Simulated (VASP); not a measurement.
A run of VASP 6.6.1:

POSCAR

```
BiTe
1.0
    2.4387526627      1.4080145063      3.3392614156
   -2.4387526627      1.4080145063      3.3392614156
    0.0000000000     -2.8160290126      3.3392614156
Bi Te
1 1
Direct
    0.5000000000      0.5000000000      0.5000000000
    0.0000000000      0.0000000000      0.0000000000
```

The input INCAR.step1:

```
PREC = Accurate ; ENCUT = 520
ISMEAR = -1 ; SIGMA = 0.05
LREAL = False ; LASPH = True
NELM = 80 ; NBANDS = 18
GGA = PE ; ALGO = Normal
EDIFF = 1E-4 ; LWAVE = True
LCHARG = False
```

File INCAR.step2:

```
PREC = Accurate ; ENCUT = 520
EDIFF = 1E-6 ; ISMEAR = -1
SIGMA = 0.05 ; LREAL = False
LASPH = True ; NELM = 80
ALGO = Normal ; ISIF = 2
LWAVE = False ; LCHARG = True
METAGGA = R2SCAN ; LMIXTAU = True
LELF = True ; LVHAR = True
NBANDS = 18 ; ISTART = 1
```

The input KPOINTS:

```
regular mesh
0
Gamma
  7 7 7
```

Potentials or basis: VASP PAW PBE potentials, release 64 (Bi_d, Te).

Launch:

```console
$ cat potpaw_PBE.64/Bi_d/POTCAR potpaw_PBE.64/Te/POTCAR > POTCAR
$ cp INCAR.step1 INCAR
$ mpirun -np 1 vasp_std > vasp.out
$ cp INCAR.step2 INCAR
$ mpirun -np 1 vasp_std > vasp.out
```

Hardware: 1 thread of Intel(R) Xeon(R) Platinum 8488C (Sapphire Rapids), on a shared host.

Task: Estimate the wall time of this run.

Result: Run time: 82 s on 1 thread of Intel(R) Xeon(R) Platinum 8488C (Sapphire Rapids) (shared host), peak memory 0.21 GiB. Counts: k points 44.
